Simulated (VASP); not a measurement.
LiH: single point with r2SCAN

Crystal: LiH.

```
Li H
1.0
     0.00000    1.91880    1.91880
     1.91880    0.00000    1.91880
     1.91880    1.91880    0.00000
Li H
1 1
Direct
  0.00000 0.00000 0.00000
  0.50000 0.50000 0.50000
```

- Program: VASP 6.6.1
- Task: single point
- Functional: r2SCAN
- Potentials or basis: VASP PAW PBE potentials, release 64 (Li_sv, H)
- Cutoff: 520 eV
- k mesh: 10 × 10 × 10
- Occupations: gaussian, width 0.02 eV
- Spin: no spin polarisation
- Dipole correction: no
- Further INCAR settings: ALGO = Normal; EDIFF = 1e-06; NBANDS = 9

- Band gap on the k mesh: 3.49 eV

Levels at points of the mesh, in eV from the valence-band top:
| k point | band 1 | band 2 | band 3 | band 4 | band 5 |
| --- | --- | --- | --- | --- | --- |
| (0.00, 0.00, 0.00) | -45.59 | -5.97 | 19.45 | 20.84 | 20.84 |
| (0.50, 0.00, 0.00) | -45.51 | -3.03 | 5.98 | 16.17 | 19.45 |
| (0.50, 0.50, 0.00) | -45.49 | 0.00 | 3.49 | 12.44 | 12.44 |

Wall time 42 s on 1 thread of Intel Xeon 8259CL, on a shared host, peak memory 0.12 GiB.

 A k mesh can miss the band edges.
